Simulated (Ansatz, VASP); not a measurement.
## One calculation of MnO, two programs

File INCAR:

```
SYSTEM = MnO
PREC = Accurate
ENCUT = 600
EDIFF = 1E-6
ISMEAR = 0
SIGMA = 0.1
LREAL = .FALSE.
LASPH = .TRUE.
NELM = 150
ALGO = Normal
ISIF = 3
LWAVE = .FALSE.
LCHARG = .FALSE.
ISPIN = 2
MAGMOM = 4 0
LORBIT = 11
LMAXMIX = 4
GGA = PE
IBRION = 2
NSW = 90
EDIFFG = -0.04
```

File KPOINTS:

```
Automatic mesh
0
G
  6 6 6
  0 0 0
```

POSCAR

```
MnO
1.0
    0.0000000000      2.2143692200      2.2143692200
    2.2143692200      0.0000000000      2.2143692200
    2.2143692200      2.2143692200      0.0000000000
Mn O
1 1
Direct
    0.2500000000      0.2500000000      0.2500000000
    0.5000000000      0.5000000000      0.5000000000
```

Input for Ansatz:

```yaml
crystal:
  lattice:
    - [0.0, 2.21436922, 2.21436922]
    - [2.21436922, 0.0, 2.21436922]
    - [2.21436922, 2.21436922, 0.0]
  atoms:
    - { symbol: Mn, position: [0.25, 0.25, 0.25], spin: 4.0 }
    - { symbol: O, position: [0.5, 0.5, 0.5] }
basis:
  ecutwfc: 420
kpoints:
  mp_grid: { grid: [6, 6, 6] }
hamiltonian:
  xc: pbe
scf:
  occupations: { method: gaussian, width: 0.1 }
  lower_state_search: "off"
output:
  forces: true
  stress: true
  eigenvalues: true
  populations: true
magnetization:
  spin_polarized: true
relax:
  adjacent_minimum: "off"
  f_tol: 0.04
  max_steps: 70
  cell: { stress_tol: 0.4 }
```

Alike in both runs: task relaxation of cell and atoms; functional PBE; k mesh 6 × 6 × 6; occupations gaussian, width 0.1 eV; collinear spin.

```csv
,VASP,Ansatz
version,VASP 6.6.1,Ansatz 0.2.0
potentials or method,"VASP PAW PBE potentials, release 64 (Mn_pv, O), cutoff 600 eV","scalar-relativistic, plane waves, PAW"
valence electrons in the cell,19,21
```

Ansatz gave:

* gap on the k mesh at the Fermi level, each at its own relaxed structure (eV): none
* net moment per atom (μB): 2.50
* size of the moment on the site where the two differ most (μB): 3.98
* relaxed volume (Å³/atom): 13.83
* relaxed cell length with the largest relative difference (Å): 3.395

**Question.** What did VASP give for the same quantities?

**Answer.** gap on the k mesh at the Fermi level, each at its own relaxed structure (eV): none; net moment per atom (μB): 0.21; size of the moment on the site where the two differ most (μB): 0.40; relaxed volume (Å³/atom): 10.20; relaxed cell length with the largest relative difference (Å): 3.067.

The net moments are unlike, so the other rows may belong to different states. Site moments also hang on the region over which each program counts them. A gap of «none» marks a metal or a gap that the smearing closes. VASP's potentials hold 19 valence electrons a cell and Ansatz's 21, so a difference there can come from the potentials and not from the codes.

The k mesh is coarse, so the values compare programs but aren't converged.
